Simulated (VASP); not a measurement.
**GaP: single point with r2SCAN**

The system is GaP.

```
Ga P
1.0
     0.00000    2.75265    2.70265
     2.75265    0.00000    2.70265
     2.75265    2.75265    0.00000
Ga P
1 1
Direct
  0.00000 0.00000 0.00000
  0.25000 0.25000 0.25000
```

This cell differs from its parent crystal: epitaxial xy strain +1.0%.

```yaml
Program: VASP 6.6.1
Task: single point
Functional: r2SCAN
Potentials_or_basis: VASP PAW PBE potentials, release 64 (Ga_d, P)
Cutoff: 520 eV
k_mesh: 8 × 8 × 8
Occupations: gaussian, width 0.01 eV
Spin: non-collinear spin, zero start, spin-orbit coupling
Starting_moments: "[[0.0, 0.0, 0.0], [0.0, 0.0, 0.0]] μB"
```

| Item | Value |
| --- | --- |
| Pressure | -1.1 GPa |
| Net moment | 0.00 μB per cell |
| Valence electrons inside the program's atomic spheres | Ga 11.68; P 2.54 |

Stress tensor (GPa, compression positive):
```
-1.58  0.00  0.00
 0.00 -1.58  0.00
 0.00  0.00 -0.16
```

Moments on the atoms (μB; x, y, z):
```
Ga  0.00 0.00 0.00
P   0.00 0.00 0.00
```

Wall time 20 min on 1 thread of Intel(R) Xeon(R) Platinum 8259CL CPU @ 2.50GHz (Skylake/Cascade Lake), on a shared host, peak memory 0.42 GiB.

Caveat: the cell differs from its parent crystal (epitaxial xy strain +1.0%); the PAW data sets were made with another functional, which shifts forces and pressure a little.
